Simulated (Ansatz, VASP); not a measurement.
**Hf2MgO: VASP beside Ansatz**

Contents of INCAR:

```
SYSTEM = Hf2MgO
  PREC = Accurate
  ENCUT = 600
  EDIFF = 1E-7
  ISMEAR = 0
  SIGMA = 0.1
  LREAL = .False.
  LASPH = .True.
  NELM = 120
  ALGO = Normal
  ISIF = 3
  LWAVE = .False.
  LCHARG = .False.
  GGA = PE
  IBRION = 2
  NSW = 90
  EDIFFG = -0.04
  GGA_COMPAT = .False.
  NELMIN = 4
```

KPOINTS

```
Automatic mesh
0
Gamma
  4 4 4
  0 0 0
```

The input POSCAR:

```
Hf2MgO
1.0
    4.4147194900      0.0000000000      0.0000000000
    0.0000000000      4.4147194900      0.0000000000
    0.0000000000      0.0000000000      4.0012321200
Mg Hf O
1 2 1
Direct
    0.0000000000      0.0000000000      0.6261510100
    0.5000000000      0.0000000000      0.5708109900
    0.0000000000      0.5000000000      0.5708109900
    0.0000000000      0.0000000000      0.1349103500
```

Input for Ansatz:

```yaml
crystal:
  lattice:
    - [4.41471949, 0.0, 0.0]
    - [0.0, 4.41471949, 0.0]
    - [0.0, 0.0, 4.00123212]
  atoms:
    - { symbol: Mg, position: [0.0, 0.0, 0.62615101] }
    - { symbol: Hf, position: [0.5, 0.0, 0.57081099] }
    - { symbol: Hf, position: [0.0, 0.5, 0.57081099] }
    - { symbol: O, position: [0.0, 0.0, 0.13491035] }
basis:
  ecutwfc: 420
kpoints:
  mp_grid: { grid: [4, 4, 4] }
hamiltonian:
  xc: pbe
scf:
  occupations: { method: gaussian, width: 0.1 }
  lower_state_search: "off"
output:
  forces: true
  stress: true
  eigenvalues: true
relax:
  adjacent_minimum: "off"
  f_tol: 0.04
  max_steps: 70
  cell: { stress_tol: 0.4 }
```

Alike in both runs: task relaxation of cell and atoms; functional PBE; k mesh 4 × 4 × 4; occupations gaussian, width 0.1 eV; no spin polarisation.

|  | VASP | Ansatz |
| --- | --- | --- |
| version | VASP 6.6.1 | Ansatz 0.2.0 |
| potentials or method | VASP PAW PBE potentials, release 64 (Mg, Hf_pv, O), cutoff 600 eV | scalar-relativistic, plane waves, PAW |
| valence electrons in the cell | 28 | 68 |

VASP gave:

* gap on the k mesh at the Fermi level, each at its own relaxed structure (eV): none
* relaxed volume (Å³/atom): 22.01
* relaxed length of the cell vector where the two differ most in proportion (Å): 5.223

Task: Which values does Ansatz return?

Result: gap on the k mesh at the Fermi level, each at its own relaxed structure (eV): none; relaxed volume (Å³/atom): 20.22; relaxed length of the cell vector where the two differ most in proportion (Å): 4.107.

A gap of «none» marks a metal or a gap that the smearing closes. One of these differences is far larger than is usual between the two programs; its cause wasn't traced. VASP's potentials hold 28 valence electrons a cell and Ansatz's 68, so a difference there can come from the potentials and not from the codes.

The k mesh is coarse, so the values compare programs but aren't converged. Neither program's run includes spin-orbit coupling.
